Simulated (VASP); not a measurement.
# Ga4Sb3As in VASP: notebook

Ga4Sb3As is run at these levels: PBE; tasks: single point.

Everything below comes from runs of VASP 6.6.1. Logs are shortened: lines on timing, memory, paths and dates and some standing lists are left out, and cuts for length are marked.

### 1 The cell of the first run

The structure is tetragonal, space group I-42m (No. 121). Conventional cell: a = 6.100 Å, b = 6.100 Å, c = 12.179 Å, α = 90.00°, β = 90.00°, γ = 90.00°. Ga (site symmetry m) has 1 As at 2.52 Å and 3 Sb at 2.67 to 2.70 Å within 3.3 Å. Within 3.6 Å of Sb (site symmetry -42m) lie 4 Ga at 2.70 Å. Within 3.5 Å of Sb (site symmetry -4) lie 4 Ga at 2.67 Å. As (site symmetry -42m) has 4 Ga at 2.52 Å within 3.3 Å.

### 2 Single point, PBE

INCAR

```
SYSTEM = Ga4Sb3As
ALGO = Normal
EDIFF = 1E-6
ENCUT = 520
GGA = PE
ISIF = 2
ISMEAR = 0
LASPH = .True.
LCHARG = .False.
LREAL = .False.
LWAVE = .False.
NBANDS = 46
NELM = 100
PREC = Accurate
SIGMA = 0.1
```

KPOINTS

```
k-points
0
Gamma
  4 4 4
  0 0 0
```

POSCAR

```
Ga4Sb3As
1.0
   -3.0497560000      3.0497560000      6.0893589000
    3.0497560000     -3.0497560000      6.0893589000
    3.0497560000      3.0497560000     -6.0893589000
Ga Sb As
4 3 1
Direct
    0.6418360000      0.6418360000      0.5250310000
    0.1168050000      0.1168050000      0.4749690000
    0.8831950000      0.3581640000      0.0000000000
    0.3581640000      0.8831950000      0.0000000000
    0.5000000000      0.5000000000      0.0000000000
    0.7500000000      0.2500000000      0.5000000000
    0.2500000000      0.7500000000      0.5000000000
    0.0000000000      0.0000000000      0.0000000000
```

Potentials or basis: VASP PAW PBE potentials, release 64 (Ga_d, Sb, As).

On the command line:

```
> cat potpaw_PBE.64/Ga_d/POTCAR potpaw_PBE.64/Sb/POTCAR potpaw_PBE.64/As/POTCAR > POTCAR
> mpirun -np 1 vasp_std > vasp.out
```

OUTCAR:

```text
SYSTEM = Ga4Sb3As
   EDIFF = 1E-6
   ENCUT = 520
   GGA = PE
   ISIF = 2
   ISMEAR = 0
   LASPH = .True.
   LREAL = .False.
   NELM = 100
   PREC = Accurate

 ion  position               nearest neighbor table
   1  0.642  0.642  0.525-   8 2.52   7 2.67   6 2.67   5 2.70
   2  0.117  0.117  0.475-   8 2.52   7 2.67   6 2.67   5 2.70
   3  0.883  0.358  0.000-   8 2.52   6 2.67   7 2.67   5 2.70
   4  0.358  0.883  0.000-   8 2.52   7 2.67   6 2.67   5 2.70
   5  0.500  0.500  0.000-   1 2.70   3 2.70   4 2.70   2 2.70
   6  0.750  0.250  0.500-   1 2.67   2 2.67   3 2.67   4 2.67
   7  0.250  0.750  0.500-   1 2.67   2 2.67   4 2.67   3 2.67
   8  0.000  0.000  0.000-   2 2.52   1 2.52   3 2.52   4 2.52

  LATTYP: Found a body centered tetragonal cell.
 ALAT       =     6.0995120000
 C/A-ratio  =     1.9966708484

  Lattice vectors:

 A1 = (  -3.0497560000,   3.0497560000,   6.0893589000)
 A2 = (   3.0497560000,  -3.0497560000,   6.0893589000)
 A3 = (   3.0497560000,   3.0497560000,  -6.0893589000)

Analysis of symmetry for initial positions (statically):
=====================================================================
 Subroutine PRICEL returns:
 Original cell was already a primitive cell.

 Routine SETGRP: Setting up the symmetry group for a
 body centered tetragonal supercell.

 Subroutine GETGRP returns: Found  8 space group operations
 (whereof  8 operations were pure point group operations)
 out of a pool of 16 trial point group operations.

The static configuration has the point symmetry D_2d.

Analysis of symmetry for dynamics (positions and initial velocities):
=====================================================================
 Subroutine PRICEL returns:
 Original cell was already a primitive cell.

 Routine SETGRP: Setting up the symmetry group for a
 body centered tetragonal supercell.

 Subroutine GETGRP returns: Found  8 space group operations
 (whereof  8 operations were pure point group operations)
 out of a pool of 16 trial point group operations.

The dynamic configuration has the point symmetry D_2d.

 Subroutine INISYM returns: Found  8 space group operations
 (whereof  8 operations are pure point group operations),
 and found     1 'primitive' translations

----------------------------------------------------------------------------------------

                                     Primitive cell

  volume of cell :     226.5488

  direct lattice vectors                    reciprocal lattice vectors
    -3.049756000  3.049756000  6.089358900     0.000000000  0.163947542  0.082110450
     3.049756000 -3.049756000  6.089358900     0.163947542  0.000000000  0.082110450
     3.049756000  3.049756000 -6.089358900     0.163947542  0.163947542  0.000000000

  length of vectors
     7.462058371  7.462058371  7.462058371     0.183360090  0.183360090  0.231856837

  position of ions in fractional coordinates (direct lattice)
     0.641836000  0.641836000  0.525031000
     0.116805000  0.116805000  0.474969000
     0.883195000  0.358164000  0.000000000
     0.358164000  0.883195000  0.000000000
     0.500000000  0.500000000  0.000000000
     0.750000000  0.250000000  0.500000000
     0.250000000  0.750000000  0.500000000
     0.000000000  0.000000000  0.000000000

  ion indices of the primitive-cell ions
   primitive index   ion index
                 1           1
                 2           2
                 3           3
                 4           4
                 5           5
                 6           6
                 7           7
                 8           8

----------------------------------------------------------------------------------------

 KPOINTS: k-points

Automatic generation of k-mesh.
 Grid dimensions read from file:
 generate k-points for:    4    4    4

 Generating k-lattice:

  Cartesian coordinates                     Fractional coordinates (reciprocal lattice)
     0.000000000  0.040986886  0.020527613     0.250000000  0.000000000  0.000000000
     0.040986886  0.000000000  0.020527613     0.000000000  0.250000000  0.000000000
     0.040986886  0.040986886  0.000000000     0.000000000  0.000000000  0.250000000

  Length of vectors
     0.045840022  0.045840022  0.057964209

  Shift w.r.t. Gamma in fractional coordinates (k-lattice)
     0.000000000  0.000000000  0.000000000

 Subroutine IBZKPT returns following result:
 ===========================================

 Found     13 irreducible k-points:

 Following reciprocal coordinates:
            Coordinates               Weight
  0.000000  0.000000  0.000000      1.000000
  0.250000  0.000000  0.000000      8.000000
  0.500000  0.000000  0.000000      4.000000
  0.250000  0.250000  0.000000      8.000000
  0.500000  0.250000  0.000000     16.000000
 -0.250000  0.250000  0.000000      4.000000
  0.500000  0.500000  0.000000      2.000000
  0.250000  0.250000  0.250000      2.000000
 -0.250000  0.250000  0.250000      4.000000
  0.500000  0.500000  0.250000      4.000000
 -0.250000  0.500000  0.250000      8.000000
 -0.250000 -0.250000  0.250000      2.000000
  0.500000  0.500000  0.500000      1.000000
   k-points           NKPTS =     13   k-points in BZ     NKDIM =     13   number of bands    NBANDS=     46
   number of dos      NEDOS =    301   number of ions     NIONS =      8
   total plane-waves  NPLWV = 175616
   dimension x,y,z NGX =    56 NGY =   56 NGZ =   56
   dimension x,y,z NGXF=   112 NGYF=  112 NGZF=  112
   ions per type =               4   3   1
   NGX,Y,Z   is equivalent  to a cutoff of  12.48, 12.48, 12.48 a.u.
   NGXF,Y,Z  is equivalent  to a cutoff of  24.95, 24.95, 24.95 a.u.
 SYSTEM =  Ga4Sb3As
   PREC   = accura    normal or accurate (medium, high low for compatibility)
   ISTART =      0    job   : 0-new  1-cont  2-samecut
   ICHARG =      2    charge: 1-file 2-atom 10-const
   ISPIN  =      1    spin polarized calculation?
   LNONCOLLINEAR =      F non collinear calculations
   LSORBIT =      F    spin-orbit coupling
   LASPH  =      T    aspherical Exc in radial PAW
   ENCUT  =  520.0 eV  38.22 Ry    6.18 a.u.  13.87 13.87 13.87*2*pi/ulx,y,z
   NELM   =    100;   NELMIN=  2; NELMDL= -5     # of ELM steps
   EDIFF  = 0.1E-05   stopping-criterion for ELM
   LREAL  =      F    real-space projection
   EDIFFG = 0.1E-04   stopping-criterion for IOM
   NSW    =      0    number of steps for IOM
   IBRION =     -1    ionic relax: 0-MD 1-quasi-New 2-CG
   NFREE  =      0    steps in history (QN), initial steepest desc. (CG)
   ISIF   =      2    stress and relaxation
   ISYM   =      2    0-nonsym 1-usesym 2-fastsym
   POTIM  = 0.5000    time-step for ionic-motion
   TEBEG  =    0.0;   TEEND  =   0.0 temperature during run
   PSTRESS=    0.0 pullay stress
   NELECT =      72.0000    total number of electrons
   NUPDOWN=      -1.0000    fix difference up-down
   EMIN   =  10.00;   EMAX   =-10.00  energy-range for DOS
   EFERMI =   0.00;   METHOD = LEGACY
   ISMEAR =     0;   SIGMA  =   0.10  broadening in eV -4-tet -1-fermi 0-gaus
   EFERMI_NEDOS =   21; number of points for ismear=-14 and -15
   IALGO  =     38    algorithm
   IMIX   =      4    mixing-type and parameters
     AMIX     =   0.40;   BMIX     =  1.00
     AMIX_MAG =   1.60;   BMIX_MAG =  1.00
  volume/ion in A,a.u.               =      28.32       191.10
  Fermi-wavevector in a.u.,A,eV,Ry     =   1.117202  2.111206 16.981983  1.248141
  Thomas-Fermi vector in A             =   2.253823
   LORBIT       =      0    0 simple, 1 ext, 2 COOP (PROOUT), +10 PAW based schemes
   GGA     = PE    functional components
   LHFCALC =     F    Hartree Fock is set to
   AEXX    =    0.0000 exact exchange contribution
   IVDW    =     0    specifies the selected vdW correction
   LEPSILON=     F    determine dielectric tensor
   LRPA    =     F    only Hartree local field effects (RPA)
 non-spin polarized calculation
 Gauss-broadening in eV      SIGMA  =   0.10
  energy-cutoff  :      520.00
  volume of cell :      226.55
 maximum number of plane-waves:      6115
   NGX = 27   NGY = 27   NGZ = 27

 number of electron      72.0000016 magnetization

 Free energy of the ion-electron system (eV)
  ---------------------------------------------------
  ext. energy  EPLUGINS =         0.00000000
  ---------------------------------------------------
  free energy    TOTEN  =       -30.26628116 eV

  energy without entropy =      -30.26378862  energy(sigma->0) =      -30.26503489

 E-fermi :   4.2761     XC(G=0):  -9.0123

 val. band max:        4.2466645007   @ k =   0.0000   0.0000   0.0000
 cond. band min:       4.4554432489   @ k =   0.5000   0.5000   0.0000
 fundamental gap:      0.2087787482
 Fermi energy:         4.2760616244

 k-point     1 :       0.0000    0.0000    0.0000
  band No.  band energies     occupation
      1     -10.7317      2.00000
      2     -10.6986      2.00000
      3     -10.6962      2.00000
      4     -10.6632      2.00000
      5     -10.6632      2.00000
      6     -10.6624      2.00000
[... 38 lines left out ...]
     45       8.5453      0.00000
     46       8.6425      0.00000

 k-point     2 :       0.2500    0.0000    0.0000
  band No.  band energies     occupation
      1     -10.7295      2.00000
      2     -10.6946      2.00000
      3     -10.6942      2.00000
      4     -10.6700      2.00000
      5     -10.6596      2.00000
      6     -10.6590      2.00000
[... 38 lines left out ...]
     45       8.3599      0.00000
     46       8.6849      0.00000

 k-point     3 :       0.5000    0.0000    0.0000
  band No.  band energies     occupation
      1     -10.7270      2.00000
      2     -10.6906      2.00000
      3     -10.6880      2.00000
      4     -10.6800      2.00000
      5     -10.6539      2.00000
      6     -10.6534      2.00000
[... 479 lines left out ...]
     45       8.1273      0.00000
     46       8.1273      0.00000

 k-point    13 :       0.5000    0.5000    0.5000
  band No.  band energies     occupation
      1     -10.7326      2.00000
      2     -10.7051      2.00000
      3     -10.6863      2.00000
      4     -10.6821      2.00000
      5     -10.6528      2.00000
      6     -10.6528      2.00000
[... 38 lines left out ...]
     45       9.6967      0.00000
     46       9.6970      0.00000

------------------------ aborting loop because EDIFF is reached ----------------------------------------

  FORCE on cell =-STRESS in cart. coord.  units (eV):
  Direction    XX          YY          ZZ          XY          YZ          ZX
  --------------------------------------------------------------------------------------
  -------------------------------------------------------------------------------------
  Total        0.2001325      0.2001325      0.1900463      0.0000000     -0.0000000      0.0000000
  in kB        1.4153583      1.4153583      1.3440277      0.0000000     -0.0000000      0.0000000
  external PRESSURE =       1.3915814 kB  Pullay stress =       0.0000000 kB

 VOLUME and BASIS-vectors are now :
 -----------------------------------------------------------------------------
  energy-cutoff  :      520.00
  volume of cell :      226.55
      direct lattice vectors                 reciprocal lattice vectors
    -3.049756000  3.049756000  6.089358900     0.000000000  0.163947542  0.082110450
     3.049756000 -3.049756000  6.089358900     0.163947542  0.000000000  0.082110450
     3.049756000  3.049756000 -6.089358900     0.163947542  0.163947542  0.000000000

 POSITION                                       TOTAL-FORCE (eV/Angst)
 -----------------------------------------------------------------------------------
      1.60122      1.60122      4.61964        -0.003108     -0.003108      0.001251
      1.44854      1.44854     -1.46972         0.003108      0.003108      0.001251
     -1.60122      1.60122      7.55908         0.003108     -0.003108     -0.001251
      1.60122     -1.60122      7.55908        -0.003108      0.003108     -0.001251
      0.00000      0.00000      6.08936         0.000000     -0.000000     -0.000000
      0.00000      3.04976      3.04468         0.000000     -0.000000     -0.000000
      3.04976      0.00000      3.04468         0.000000     -0.000000     -0.000000
      0.00000      0.00000      0.00000         0.000000     -0.000000     -0.000000
 -----------------------------------------------------------------------------------
    total drift:                                0.000009      0.000009     -0.000001

  FREE ENERGIE OF THE ION-ELECTRON SYSTEM (eV)
  ---------------------------------------------------
  free  energy   TOTEN  =       -30.2662811600 eV

  energy  without entropy=      -30.2637886196  energy(sigma->0) =      -30.26503489
```

It took 4.5 min on 1 thread of Intel Xeon 8259CL, shared host; peak memory 0.48 GiB.

What came out:

```yaml
Free_energy: -30.2663 eV
Pressure: 0.1 GPa
Largest_force: 0.005 eV/Å
Band_gap_on_the_k_mesh: zero (filled and empty bands touch)
```

Forces on the atoms (eV/Å):
```
Ga  -0.003 -0.003  0.001
Ga   0.003  0.003  0.001
Ga   0.003 -0.003 -0.001
Ga  -0.003  0.003 -0.001
Sb   0.000  0.000  0.000
Sb   0.000  0.000  0.000
Sb   0.000  0.000  0.000
As   0.000  0.000  0.000
```

Levels at points of the mesh, in eV from the Fermi level:
| k point | band 33 | band 34 | band 35 | band 36 | band 37 | band 38 | band 39 | band 40 |
| --- | --- | --- | --- | --- | --- | --- | --- | --- |
| (0.00, 0.00, 0.00) | -2.46 | -0.28 | -0.03 | -0.03 | -0.03 | 1.04 | 1.37 | 2.95 |
| (0.50, 0.00, 0.00) | -2.10 | -2.02 | -1.40 | -1.08 | 2.23 | 2.24 | 2.49 | 2.71 |
| (0.50, 0.50, 0.00) | -1.12 | -0.98 | -0.96 | -0.89 | 0.18 | 0.59 | 1.83 | 2.24 |
| (0.50, 0.50, 0.50) | -1.72 | -1.72 | -1.41 | -1.41 | 1.08 | 1.08 | 1.29 | 1.31 |

Caveat: semilocal functionals underestimate gaps, so a narrow gap can read as zero; spin-orbit coupling is left out, which moves the levels of the heavy elements.

### 3 Single point, PBE

This run uses another cell than the first one, of the same volume but with other edges.

INCAR

```
SYSTEM = Ga4Sb3As
PREC     = Accurate       ! precision mode
ENCUT    = 520            ! plane-wave cutoff, eV
EDIFF    = 1E-6           ! SCF threshold, eV
ISMEAR   = 0              ! smearing method
SIGMA    = 0.2            ! smearing width, eV
LREAL    = .FALSE.        ! projectors in reciprocal space
LASPH    = .TRUE.         ! aspherical terms in the spheres
NELM     = 100            ! most SCF steps
ALGO     = Normal         ! electronic algorithm
ISIF     = 2              ! what is computed and relaxed
LWAVE    = .FALSE.        ! write WAVECAR
LCHARG   = .FALSE.        ! write CHGCAR
GGA      = PE             ! functional
NBANDS   = 46             ! bands
```

KPOINTS

```
Automatic mesh
0
G
  4 4 4
  0 0 0
```

POSCAR

```
Ga4Sb3As
1.0
    6.0995120000      0.0000000000      0.0000000000
    0.0000000000      6.0995120000      0.0000000000
   -3.0497560000     -3.0497560000      6.0893589000
Ga Sb As
4 3 1
Direct
    0.6418360000      0.6418360000      0.7586410000
    0.1168050000      0.1168050000      0.7586410000
    0.3581640000      0.8831950000      0.2413590000
    0.8831950000      0.3581640000      0.2413590000
    0.5000000000      0.5000000000      1.0000000000
    0.2500000000      0.7500000000      0.5000000000
    0.7500000000      0.2500000000      0.5000000000
    0.0000000000      0.0000000000      0.0000000000
```

Potentials or basis: VASP PAW PBE potentials, release 64 (Ga_d, Sb, As).

On the command line:

```
> cat potpaw_PBE.64/Ga_d/POTCAR potpaw_PBE.64/Sb/POTCAR potpaw_PBE.64/As/POTCAR > POTCAR
> mpirun -np 1 vasp_std > vasp.out
```

It took 4.7 min on 1 thread of Intel Xeon 8259CL, shared host; peak memory 0.41 GiB.

Results (log left out):

```
Free energy            : -30.2693 eV
Pressure               : 0.1 GPa
Largest force          : 0.005 eV/Å
Band gap on the k mesh : zero (filled and empty bands touch)
```

Forces in eV/Å, atoms in the order of the input:
```
Ga  -0.003 -0.003  0.002
Ga   0.003  0.003  0.002
Ga   0.003 -0.003 -0.002
Ga  -0.003  0.003 -0.002
Sb   0.000  0.000  0.000
Sb   0.000  0.000  0.000
Sb   0.000  0.000  0.000
As   0.000  0.000  0.000
```

Levels at points of the mesh, in eV from the Fermi level:
| k point | band 32 | band 33 | band 34 | band 35 | band 36 | band 37 | band 38 | band 39 | band 40 | band 41 |
| --- | --- | --- | --- | --- | --- | --- | --- | --- | --- | --- |
| (0.00, 0.00, 0.00) | -2.47 | -2.47 | -0.29 | -0.04 | -0.04 | -0.04 | 1.03 | 1.36 | 2.94 | 2.94 |
| (0.50, 0.00, 0.00) | -2.28 | -2.11 | -2.03 | -1.42 | -1.09 | 2.22 | 2.23 | 2.48 | 2.69 | 2.77 |
| (0.50, 0.50, 0.00) | -1.34 | -1.13 | -0.99 | -0.98 | -0.90 | 0.17 | 0.57 | 1.82 | 2.23 | 3.76 |
| (0.00, 0.00, 0.50) | -2.39 | -1.73 | -1.73 | -1.42 | -1.42 | 1.06 | 1.06 | 1.27 | 1.30 | 1.30 |

Caveat: semilocal functionals underestimate gaps, so a narrow gap can read as zero; spin-orbit coupling is left out, which moves the levels of the heavy elements.

### 4 Single point, PBE

This run uses another cell than the first one, of the same volume but with other edges.

INCAR

```
PREC = Accurate
ENCUT = 520
EDIFF = 1E-6
ISMEAR = 0
SIGMA = 0.2
LREAL = F
LASPH = T
NELM = 100
ALGO = Normal
ISIF = 2
LWAVE = F
LCHARG = F
GGA = PE
NBANDS = 46
```

KPOINTS

```
regular mesh
0
Gamma
  4 4 4
```

POSCAR

```
Ga4Sb3As
1.0
    6.1059706733      0.0037152777     -0.0008621229
    0.0036783927      6.1023409152     -0.0021377140
   -3.0557418774     -3.0552170388      6.0928775397
Ga Sb As
4 3 1
Direct
    0.6418968477      0.6419489727      0.7587826863
    0.1168954726      0.1169893251      0.7587564007
    0.3581867563      0.8829345935      0.2413709801
    0.8830011405      0.3582279968      0.2414479205
    0.5000323994      0.4999328307      0.9997597461
    0.2499583510      0.7499230702      0.4999169721
    0.7499130424      0.2499527828      0.4999380020
    0.0001159900      0.0000904281      0.0000272923
```

On the command line:

```
> cat potpaw_PBE.64/Ga_d/POTCAR potpaw_PBE.64/Sb/POTCAR potpaw_PBE.64/As/POTCAR > POTCAR
> mpirun -np 1 vasp_std > vasp.out
```

It took 9.8 min on 1 thread of Intel Xeon 8259CL, shared host; peak memory 0.55 GiB.

The run converged. Its results:

```yaml
Free_energy: -30.2696 eV
Pressure: 0.1 GPa
Largest_force: 0.004 eV/Å
```

Forces in eV/Å, atoms in the order of the input:
```
Ga  -0.001  0.000  0.000
Ga   0.000 -0.002 -0.001
Ga   0.001  0.002  0.001
Ga   0.000  0.000  0.000
Sb  -0.001  0.000  0.003
Sb   0.000  0.001  0.000
Sb   0.001 -0.001 -0.003
As   0.000  0.000 -0.001
```

Levels at points of the mesh, in eV from the Fermi level:
| k point | band 33 | band 34 | band 35 | band 36 | band 37 | band 38 | band 39 | band 40 |
| --- | --- | --- | --- | --- | --- | --- | --- | --- |
| (0.00, 0.00, 0.00) | -2.46 | -0.30 | -0.05 | -0.04 | -0.04 | 1.03 | 1.36 | 2.94 |
| (0.50, 0.00, 0.00) | -2.10 | -2.02 | -1.41 | -1.09 | 2.22 | 2.22 | 2.47 | 2.69 |
| (0.00, 0.50, 0.00) | -2.10 | -2.02 | -1.41 | -1.09 | 2.21 | 2.22 | 2.48 | 2.70 |
| (0.50, 0.50, 0.00) | -1.13 | -0.99 | -0.97 | -0.90 | 0.17 | 0.57 | 1.81 | 2.22 |
| (0.00, 0.00, 0.50) | -1.74 | -1.73 | -1.42 | -1.41 | 1.06 | 1.07 | 1.27 | 1.30 |
| (0.50, 0.00, 0.50) | -2.10 | -2.03 | -1.41 | -1.09 | 2.22 | 2.23 | 2.47 | 2.69 |
| (0.00, 0.50, 0.50) | -2.10 | -2.03 | -1.41 | -1.09 | 2.22 | 2.23 | 2.47 | 2.69 |
| (0.50, 0.50, 0.50) | -1.13 | -0.98 | -0.97 | -0.90 | 0.16 | 0.56 | 1.82 | 2.23 |

Caveat: spin-orbit coupling is left out, which moves the levels of the heavy elements.

### 5 Overview

| cell | smearing | gap on the mesh (eV) | pressure (GPa) |
| --- | --- | --- | --- |
| a = 7.462 Å, angles 131.8, 131.8, 70.6°, 8 atoms | gaussian 0.1 eV | none | 0.1 |
| a = 6.100, b = 6.100, c = 7.462 Å, angles 114.1, 114.1, 90.0°, 8 atoms | gaussian 0.2 eV | none | 0.1 |
| a = 6.106, b = 6.102, c = 7.470 Å, angles 114.2, 114.2, 89.9°, 8 atoms | gaussian 0.2 eV | - | 0.1 |

Alike in all rows: task single point; level PBE; potentials or basis VASP PAW PBE potentials, release 64 (Ga_d, Sb, As); no spin polarisation; k mesh 4 × 4 × 4; cutoff (eV) 520.

Caveats: spin-orbit coupling is left out, which moves the levels of the heavy elements; semilocal functionals underestimate gaps, so a narrow gap can read as zero (at least some runs).

Total energies depend on the potentials used, so only differences within one code and one set of settings carry meaning.
